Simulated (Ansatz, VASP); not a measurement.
## ScSi6 in VASP and in Ansatz

```
Sc Si
1.0
    -3.31901    3.31901    3.31901
     3.31901   -3.31901    3.31901
     3.31901    3.31901   -3.31901
Sc Si
1 6
Direct
  0.00000 0.00000 0.00000
  0.75000 0.25000 0.50000
  0.25000 0.75000 0.50000
  0.50000 0.25000 0.75000
  0.75000 0.50000 0.25000
  0.50000 0.75000 0.25000
  0.25000 0.50000 0.75000
```

Alike in both runs: task relaxation of cell and atoms; functional PBE; k mesh 8 × 8 × 8; occupations gaussian, width 0.1 eV; no spin polarisation.

```csv
,VASP,Ansatz
version,VASP 6.6.1,Ansatz 0.2.0
potentials or method,"VASP PAW PBE potentials, release 64 (Sc_sv, Si), cutoff 600 eV","scalar-relativistic, plane waves, PAW"
valence electrons in the cell,35,35
```

VASP gave:

| Quantity | Value |
| --- | --- |
| gap on the k mesh at the Fermi level, each at its own relaxed structure (eV) | none |
| relaxed volume (Å³/atom) | 20.93 |
| relaxed length of the cell vector where the two differ most in proportion (Å) | 5.752 |

Task: Which values does Ansatz return?

Result: gap on the k mesh at the Fermi level, each at its own relaxed structure (eV): none; relaxed volume (Å³/atom): 20.92; relaxed length of the cell vector where the two differ most in proportion (Å): 5.751.

A gap of «none» marks a metal or a gap that the smearing closes.
